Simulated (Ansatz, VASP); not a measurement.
# ZnO: VASP beside Ansatz

The input INCAR:

```
SYSTEM = ZnO
PREC = Accurate ; ENCUT = 1340
EDIFF = 1E-6 ; ISMEAR = -1
SIGMA = 0.05 ; LREAL = .FALSE.
LASPH = .TRUE. ; NELM = 120
ALGO = Normal ; ISIF = 2
LWAVE = .FALSE. ; LCHARG = .TRUE.
LELF = .TRUE. ; LVHAR = .TRUE.
NBANDS = 26 ; GGA_COMPAT = .FALSE.
```

Contents of KPOINTS:

```
regular mesh
0
G
  5 5 3
  0 0 0
```

The input POSCAR:

```
ZnO
1.0
    3.2493080000      0.0000000000      0.0000000000
   -1.6246540000      2.8139832727      0.0000000000
    0.0000000000      0.0000000000      5.2057090000
Zn O
2 2
Direct
    0.6666666667      0.3333333333      0.0000000000
    0.3333333333      0.6666666667      0.5000000000
    0.3333333333      0.6666666667      0.8790100000
    0.6666666667      0.3333333333      0.3790100000
```

File input.yaml:

```yaml
crystal:
  lattice:
    - [3.249308, 0.0, 0.0]
    - [-1.624654, 2.8139832727, 0.0]
    - [0.0, 0.0, 5.205709]
  atoms:
    - { symbol: Zn, position: [0.6666666667, 0.3333333333, 0.0] }
    - { symbol: Zn, position: [0.3333333333, 0.6666666667, 0.5] }
    - { symbol: O, position: [0.3333333333, 0.6666666667, 0.87901] }
    - { symbol: O, position: [0.6666666667, 0.3333333333, 0.37901] }
hamiltonian:
  xc: lda
  pseudopotentials: { kind: paw }
kpoints:
  mp_grid: { grid: [5, 5, 3] }
  band_path:
    path:
      - [[0.0, 0.0, 0.0], [0.5, 0.0, 0.0], [0.3333333333, 0.3333333333, 0.0], [0.0, 0.0, 0.0], [0.0, 0.0, 0.5], [0.5, 0.0, 0.5], [0.3333333333, 0.3333333333, 0.5], [0.0, 0.0, 0.5]]
      - [[0.5, 0.0, 0.5], [0.5, 0.0, 0.0]]
      - [[0.3333333333, 0.3333333333, 0.0], [0.3333333333, 0.3333333333, 0.5]]
    npoints: 14
scf:
  occupations: { method: fermi_dirac, width: 0.05 }
  n_extra_bands: 10
output:
  forces: true
  stress: true
  eigenvalues: true
  fatbands: true
```

Alike in both runs: functional LDA; k mesh 5 × 5 × 3; occupations fermi-dirac, width 0.05 eV; no spin polarisation.

|  | VASP | Ansatz |
| --- | --- | --- |
| version | VASP 6.6.1 | Ansatz 0.2.0 |
| potentials or method | VASP PAW LDA potentials, release 64 (Zn, O_h) | Ansatz PAW |
| plane-wave cutoff (eV) | 1340 | 420 |
| valence electrons in the cell | 36 | 36 |
| task | single point | band structure |

Ansatz gave:

* gap on the k mesh at the Fermi level (eV): 0.73
* least direct gap on the mesh (eV): 0.73
* pressure (GPa): -7.1
* traceless stress, the component that is largest in VASP (GPa): 1.11
* rms of the force components (eV/Å): 0.030

Task: Estimate VASP's values.

Result: gap on the k mesh at the Fermi level (eV): 0.74; least direct gap on the mesh (eV): 0.74; pressure (GPa): -6.3; traceless stress, the component that is largest in VASP (GPa): 1.14; rms of the force components (eV/Å): 0.032.

LDA's correlation is that of Perdew and Zunger in VASP and of Perdew and Wang (1992) in Ansatz. Atom by atom the forces differ by 0.002 eV/Å (rms over components).

The k mesh is coarse, so the values compare programs but aren't converged.
